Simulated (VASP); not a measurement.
# Cr (Im-3m) in VASP: single point with PBE

Aim: the single point of Cr with PBE.

Program: VASP 6.6.1. These are calculated values, not measurements. Logs are shortened: lines on timing, memory, paths and dates and some standing lists are left out, and cuts for length are marked.

## (1) The cell of the first run

The structure is cubic, space group Im-3m (No. 229). Conventional cell: a = 2.963 Å, b = 2.963 Å, c = 2.963 Å, α = 90.00°, β = 90.00°, γ = 90.00°. Within 3.4 Å of Cr (site symmetry m-3m) lie 14 Cr at 2.57 to 2.96 Å.

## (2) Single point, PBE, collinear spin, antiferromagnetic start

File INCAR:

```
  PREC = Accurate
  ENCUT = 500
  EDIFF = 1E-6
  ISMEAR = -1
  SIGMA = 0.05
  LREAL = False
  LASPH = True
  NELM = 200
  ALGO = Normal
  ISIF = 2
  LWAVE = False
  LCHARG = False
  ISPIN = 2
  MAGMOM = 1 -1
  LORBIT = 11
  LMAXMIX = 4
  GGA = PE
  NBANDS = 23
  GGA_COMPAT = False
```

File KPOINTS:

```
Automatic mesh
0
Gamma
  5 5 5
```

File POSCAR:

```
Cr
1.0
    2.9630610525      0.0000000000      0.0000000000
    0.0000000000      2.9630610525      0.0000000000
    0.0000000000      0.0000000000      2.9630610525
Cr
2
Direct
    0.0000000000      0.0000000000      0.0000000000
    0.5000000000      0.5000000000      0.5000000000
```

Potentials or basis: VASP PAW PBE potentials, release 64 (Cr_pv).

Command:

```console
$ cat potpaw_PBE.64/Cr_pv/POTCAR > POTCAR
$ mpirun -np 1 vasp_std > vasp.out
```

OUTCAR:

```text
PREC = Accurate
   ENCUT = 500
   EDIFF = 1E-6
   ISMEAR = -1
   LREAL = False
   LASPH = True
   NELM = 200
   ISIF = 2
   ISPIN = 2
   LORBIT = 11
   GGA = PE

 ion  position               nearest neighbor table
   1  0.000  0.000  0.000-   2 2.57   2 2.57   2 2.57   2 2.57   2 2.57   2 2.57   2 2.57   2 2.57

   2  0.500  0.500  0.500-   1 2.57   1 2.57   1 2.57   1 2.57   1 2.57   1 2.57   1 2.57   1 2.57

  LATTYP: Found a simple cubic cell.
 ALAT       =     2.9630610525

  Lattice vectors:

 A1 = (   2.9630610525,   0.0000000000,   0.0000000000)
 A2 = (   0.0000000000,   2.9630610525,   0.0000000000)
 A3 = (   0.0000000000,   0.0000000000,   2.9630610525)

Analysis of symmetry for initial positions (statically):
=====================================================================
 Subroutine PRICEL returns following result:

  LATTYP: Found a body centered cubic cell.
 ALAT       =     2.9630610525

  Lattice vectors:

 A1 = (   1.4815305263,   1.4815305263,  -1.4815305262)
 A2 = (  -1.4815305263,   1.4815305262,   1.4815305262)
 A3 = (   1.4815305263,  -1.4815305262,   1.4815305263)

   2 primitive cells build up your supercell.

 Routine SETGRP: Setting up the symmetry group for a
 simple cubic supercell.

 Subroutine GETGRP returns: Found 48 space group operations
 (whereof 48 operations were pure point group operations)
 out of a pool of 48 trial point group operations.

The static configuration has the point symmetry O_h .

Analysis of symmetry for dynamics (positions and initial velocities):
=====================================================================
 Subroutine PRICEL returns following result:

  LATTYP: Found a body centered cubic cell.
 ALAT       =     2.9630610525

  Lattice vectors:

 A1 = (   1.4815305263,   1.4815305263,  -1.4815305262)
 A2 = (  -1.4815305263,   1.4815305262,   1.4815305262)
 A3 = (   1.4815305263,  -1.4815305262,   1.4815305263)

   2 primitive cells build up your supercell.

 Routine SETGRP: Setting up the symmetry group for a
 simple cubic supercell.

 Subroutine GETGRP returns: Found 48 space group operations
 (whereof 48 operations were pure point group operations)
 out of a pool of 48 trial point group operations.

The dynamic configuration has the point symmetry O_h .

Analysis of structural, dynamic, and magnetic symmetry:
=====================================================================
 Subroutine PRICEL returns following result:

  LATTYP: Found a body centered cubic cell.
 ALAT       =     2.9630610525

  Lattice vectors:

 A1 = (   1.4815305263,   1.4815305263,  -1.4815305262)
 A2 = (  -1.4815305263,   1.4815305262,   1.4815305262)
 A3 = (   1.4815305263,  -1.4815305262,   1.4815305263)

   2 primitive cells build up your supercell.

 Routine SETGRP: Setting up the symmetry group for a
 simple cubic supercell.

 Subroutine GETGRP returns: Found 48 space group operations
 (whereof 48 operations were pure point group operations)
 out of a pool of 48 trial point group operations.

The overall configuration has the point symmetry O_h .

 Subroutine INISYM returns: Found 48 space group operations
 (whereof 48 operations are pure point group operations),
 and found     2 'primitive' translations

----------------------------------------------------------------------------------------

                                     Primitive cell

  volume of cell :      13.0074

  direct lattice vectors                    reciprocal lattice vectors
     1.481530526  1.481530526 -1.481530526     0.337488827  0.337488827  0.000000000
    -1.481530526  1.481530526  1.481530526    -0.000000000  0.337488827  0.337488827
     1.481530526 -1.481530526  1.481530526     0.337488827  0.000000000  0.337488827

  length of vectors
     2.566086144  2.566086144  2.566086144     0.477281277  0.477281277  0.477281277

  position of ions in fractional coordinates (direct lattice)
     0.000000000  0.000000000  0.000000000

  ion indices of the primitive-cell ions
   primitive index   ion index
                 1           1

----------------------------------------------------------------------------------------

 KPOINTS: Automatic mesh

Automatic generation of k-mesh.
 Grid dimensions read from file:
 generate k-points for:    5    5    5

 Generating k-lattice:

  Cartesian coordinates                     Fractional coordinates (reciprocal lattice)
     0.067497765  0.000000000  0.000000000     0.200000000  0.000000000  0.000000000
     0.000000000  0.067497765  0.000000000     0.000000000  0.200000000  0.000000000
     0.000000000  0.000000000  0.067497765     0.000000000  0.000000000  0.200000000

  Length of vectors
     0.067497765  0.067497765  0.067497765

  Shift w.r.t. Gamma in fractional coordinates (k-lattice)
     0.000000000  0.000000000  0.000000000

 Subroutine IBZKPT returns following result:
 ===========================================

 Found     10 irreducible k-points:

 Following reciprocal coordinates:
            Coordinates               Weight
  0.000000  0.000000  0.000000      1.000000
  0.200000  0.000000  0.000000      6.000000
  0.400000  0.000000  0.000000      6.000000
  0.200000  0.200000  0.000000     12.000000
  0.400000  0.200000  0.000000     24.000000
  0.400000  0.400000  0.000000     12.000000
  0.200000  0.200000  0.200000      8.000000
  0.400000  0.200000  0.200000     24.000000
  0.400000  0.400000  0.200000     24.000000
  0.400000  0.400000  0.400000      8.000000
   k-points           NKPTS =     10   k-points in BZ     NKDIM =     10   number of bands    NBANDS=     23
   number of dos      NEDOS =    301   number of ions     NIONS =      2
   total plane-waves  NPLWV =  13824
   dimension x,y,z NGX =    24 NGY =   24 NGZ =   24
   dimension x,y,z NGXF=    48 NGYF=   48 NGZF=   48
   ions per type =               2
   NGX,Y,Z   is equivalent  to a cutoff of  13.47, 13.47, 13.47 a.u.
   NGXF,Y,Z  is equivalent  to a cutoff of  26.93, 26.93, 26.93 a.u.
 SYSTEM =  unknown system
   PREC   = accura    normal or accurate (medium, high low for compatibility)
   ISTART =      0    job   : 0-new  1-cont  2-samecut
   ICHARG =      2    charge: 1-file 2-atom 10-const
   ISPIN  =      2    spin polarized calculation?
   LNONCOLLINEAR =      F non collinear calculations
   LSORBIT =      F    spin-orbit coupling
   LASPH  =      T    aspherical Exc in radial PAW
   ENCUT  =  500.0 eV  36.75 Ry    6.06 a.u.   5.40  5.40  5.40*2*pi/ulx,y,z
   NELM   =    200;   NELMIN=  2; NELMDL= -5     # of ELM steps
   EDIFF  = 0.1E-05   stopping-criterion for ELM
   LREAL  =      F    real-space projection
   EDIFFG = 0.1E-04   stopping-criterion for IOM
   NSW    =      0    number of steps for IOM
   IBRION =     -1    ionic relax: 0-MD 1-quasi-New 2-CG
   NFREE  =      0    steps in history (QN), initial steepest desc. (CG)
   ISIF   =      2    stress and relaxation
   ISYM   =      2    0-nonsym 1-usesym 2-fastsym
   POTIM  = 0.5000    time-step for ionic-motion
   TEBEG  =    0.0;   TEEND  =   0.0 temperature during run
   PSTRESS=    0.0 pullay stress
   NELECT =      24.0000    total number of electrons
   NUPDOWN=      -1.0000    fix difference up-down
   EMIN   =  10.00;   EMAX   =-10.00  energy-range for DOS
   EFERMI =   0.00;   METHOD = LEGACY
   ISMEAR =    -1;   SIGMA  =   0.05  broadening in eV -4-tet -1-fermi 0-gaus
   EFERMI_NEDOS =   21; number of points for ismear=-14 and -15
   IALGO  =     38    algorithm
   IMIX   =      4    mixing-type and parameters
     AMIX     =   0.40;   BMIX     =  1.00
     AMIX_MAG =   1.60;   BMIX_MAG =  1.00
  volume/ion in A,a.u.               =      13.01        87.78
  Fermi-wavevector in a.u.,A,eV,Ry     =   1.593693  3.011643 34.556854  2.539857
  Thomas-Fermi vector in A             =   2.691883
   LORBIT       =     11    0 simple, 1 ext, 2 COOP (PROOUT), +10 PAW based schemes
   GGA     = PE    functional components
   LHFCALC =     F    Hartree Fock is set to
   AEXX    =    0.0000 exact exchange contribution
   IVDW    =     0    specifies the selected vdW correction
   LEPSILON=     F    determine dielectric tensor
   LRPA    =     F    only Hartree local field effects (RPA)
 spin polarized calculation
  energy-cutoff  :      500.00
  volume of cell :       26.01
 maximum number of plane-waves:       691
 NGX is ok and might be reduce to    24
   NGX = 11   NGY = 11   NGZ = 11

 number of electron      24.0000020 magnetization       0.0000000

 number of electron      24.0000020 magnetization      -0.0000000

 Free energy of the ion-electron system (eV)
  ---------------------------------------------------
  ext. energy  EPLUGINS =         0.00000000
  ---------------------------------------------------
  free energy    TOTEN  =       -18.95073403 eV

  energy without entropy =      -18.94074745  energy(sigma->0) =      -18.94574074

 E-fermi :   9.2353     XC(G=0): -12.9498

 val. band max:        9.2025103244   @ k =   0.4000   0.4000   0.0000
 cond. band min:       9.8869239631   @ k =   0.4000   0.2000   0.0000
 fundamental gap:      0.6844136387
 Fermi energy:         9.2353109443

 spin component 1

 k-point     1 :       0.0000    0.0000    0.0000
  band No.  band energies     occupation
      1     -34.3637      1.00000
      2     -34.3637      1.00000
      3     -34.3637      1.00000
      4     -32.4786      1.00000
      5     -32.4786      1.00000
      6     -32.4786      1.00000
[... 233 lines left out ...]
      6     -32.5732      1.00000
[... 15 lines left out ...]
     22      19.4670      0.00000
     23      20.7780      0.00000
 Fermi energy:         9.2353109443

 spin component 2

 k-point     1 :       0.0000    0.0000    0.0000
  band No.  band energies     occupation
      1     -34.3637      1.00000
      2     -34.3637      1.00000
      3     -34.3637      1.00000
      4     -32.4786      1.00000
      5     -32.4786      1.00000
      6     -32.4786      1.00000
[... 249 lines left out ...]
     22      19.4670      0.00000
     23      20.7780      0.00000

------------------------ aborting loop because EDIFF is reached ----------------------------------------

  FORCE on cell =-STRESS in cart. coord.  units (eV):
  Direction    XX          YY          ZZ          XY          YZ          ZX
  --------------------------------------------------------------------------------------
  -------------------------------------------------------------------------------------
  Total       -1.9580957     -1.9580957     -1.9580957     -0.0000000     -0.0000000      0.0000000
  in kB     -120.5931658   -120.5931658   -120.5931658     -0.0000000     -0.0000000      0.0000000
  external PRESSURE =    -120.5931658 kB  Pullay stress =       0.0000000 kB

 VOLUME and BASIS-vectors are now :
 -----------------------------------------------------------------------------
  energy-cutoff  :      500.00
  volume of cell :       26.01
      direct lattice vectors                 reciprocal lattice vectors
     2.963061053  0.000000000  0.000000000     0.337488827  0.000000000  0.000000000
     0.000000000  2.963061053  0.000000000     0.000000000  0.337488827  0.000000000
     0.000000000  0.000000000  2.963061053     0.000000000  0.000000000  0.337488827

 POSITION                                       TOTAL-FORCE (eV/Angst)
 -----------------------------------------------------------------------------------
      0.00000      0.00000      0.00000        -0.000000     -0.000000     -0.000000
      1.48153      1.48153      1.48153         0.000000      0.000000      0.000000
 -----------------------------------------------------------------------------------
    total drift:                                0.000000      0.000000     -0.000000

  FREE ENERGIE OF THE ION-ELECTRON SYSTEM (eV)
  ---------------------------------------------------
  free  energy   TOTEN  =       -18.9507340304 eV

  energy  without entropy=      -18.9407474511  energy(sigma->0) =      -18.94574074

 total charge

# of ion       s       p       d       tot
------------------------------------------
    1        0.398   6.333   4.103  10.834
    2        0.398   6.333   4.103  10.834
--------------------------------------------------
tot          0.796  12.666   8.205  21.668

 magnetization (x)

# of ion       s       p       d       tot
------------------------------------------
    1        0.025   0.016   1.790   1.831
    2       -0.025  -0.016  -1.790  -1.831
--------------------------------------------------
tot          0.000   0.000  -0.000  -0.000
```

It took 12 s on 1 thread of Intel Xeon 6975P-C, shared host; peak memory 0.14 GiB.

Results:

```
Free energy                                           : -18.9507 eV
Pressure                                              : -12.1 GPa
Band gap on the k mesh                                : zero (filled and empty bands overlap)
Net moment                                            : 0.00 μB per cell
Site moments                                          : Cr +1.83, -1.83 μB
Valence electrons inside the program's atomic spheres : Cr 10.83
```

Caveat: the k points lie up to 0.42 Å⁻¹ apart.
